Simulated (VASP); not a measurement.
BaF2, 3 atoms in the cell. Symmetry: Fm-3m, No. 225, cubic system. Conventional cell: a = 6.194 Å, b = 6.194 Å, c = 6.194 Å, α = 90.00°, β = 90.00°, γ = 90.00°. Within 3.5 Å of Ba (site symmetry m-3m) lie 8 F at 2.68 Å. Within 3.5 Å of F (site symmetry -43m) lie 4 Ba at 2.68 Å and 6 F at 3.10 Å. 

* Program: VASP 6.6.1
* Task: single point
* Functional: LDA
* Potentials or basis: VASP PAW LDA potentials, release 64 (Ba_sv, F)
* Cutoff: 600 eV
* k mesh: 6 × 6 × 6
* Occupations: gaussian, width 0.01 eV
* Spin: no spin polarisation
* Dipole correction: no
* Further INCAR settings: ALGO = Normal; EDIFF = 1e-06; NBANDS = 19

Potentials or basis: VASP PAW LDA potentials, release 64 (Ba_sv, F).

Command:

```sh
$ cat potpaw_LDA.64/Ba_sv/POTCAR potpaw_LDA.64/F/POTCAR > POTCAR
$ mpirun -np 1 vasp_std > vasp.out
```

Hardware: 1 thread of Intel(R) Xeon(R) Platinum 8488C (Sapphire Rapids), with other jobs on the host.

**Question.** Estimate the wall time of this run.

**Answer.** It took 19 s on 1 thread of Intel(R) Xeon(R) Platinum 8488C (Sapphire Rapids) (shared host), peak memory 0.18 GiB. Counts: scf iterations 13, k points 16.
